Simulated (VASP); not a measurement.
A run of VASP 6.6.1 is set up as follows.

File INCAR:

```
PREC     = Accurate       # precision mode
ENCUT    = 520            # plane-wave cutoff, eV
EDIFF    = 1E-6           # SCF threshold, eV
ISMEAR   = 0              # smearing method
SIGMA    = 0.1            # smearing width, eV
LREAL    = False          # projectors in reciprocal space
LASPH    = True           # aspherical terms in the spheres
NELM     = 80             # most SCF steps
ALGO     = Normal         # electronic algorithm
ISIF     = 2              # what is computed and relaxed
LWAVE    = False          # write WAVECAR
LCHARG   = False          # write CHGCAR
LDIPOL   = True         
IDIPOL   = 3            
DIPOL    = 0.5 0.5 0.517
GGA      = PS             # functional
NBANDS   = 60             # bands
```

File KPOINTS:

```
Automatic mesh
0
Gamma
  6 6 1
```

Contents of POSCAR:

```
Ta8H4C
1.0
    4.6393552034      0.0000000000      0.0000000000
   -2.3196776017      4.0177994633      0.0000000000
    0.0000000000      0.0000000000     27.0787309072
Ta H C
8 4 1
Direct
    0.6666666667      0.3333333333      0.3138994966
    0.3333333333      0.6666666667      0.3488717565
    0.0000000000      0.0000000000      0.3838440164
    0.6666666667      0.3333333333      0.4188162763
    0.3334806817      0.6669693870      0.4499064573
   -0.0006266746     -0.0010607492      0.4910603684
    0.6659927057      0.3321169188      0.5213404193
    0.3325136649      0.6649673547      0.5479663919
    0.1006413739      0.5918783614      0.6268350182
    0.4380744134      0.9037577204      0.6637007331
    0.2461098146      0.4643381589      0.6784183257
    0.5199151979      0.6265148582      0.6270207706
    0.3281809887      0.6507874810      0.6487654133
```

Potentials or basis: VASP PAW PBE potentials, release 64 (Ta_pv, H, C).

The run is started by

```bash
$ cat potpaw_PBE.64/Ta_pv/POTCAR potpaw_PBE.64/H/POTCAR potpaw_PBE.64/C/POTCAR > POTCAR
$ mpirun -np 1 vasp_std > vasp.out
```

Task: Estimate the largest force.

Result: 2.016 eV/Å.

Task: Predict the band gap on the k mesh.

Result: Zero (bands 48 and 49 overlap by 0.41 eV).

Forces in eV/Å, atoms in the order of the input:
```
Ta   0.001  0.008  2.016
Ta  -0.001 -0.033 -0.154
Ta   0.000  0.014 -1.138
Ta   0.000  0.010 -0.755
Ta  -0.004  0.000  0.002
Ta   0.002  0.001  0.005
Ta   0.003  0.000  0.008
Ta  -0.001 -0.002  0.009
H   -0.023 -0.001 -0.011
H   -0.005  0.024  0.007
H    0.003 -0.022  0.022
H    0.020 -0.001 -0.011
C    0.006  0.000 -0.001
```

Caveat: the PAW data sets were made with another functional, which shifts forces and pressure a little; spin-orbit coupling is left out, which moves the levels of the heavy elements.
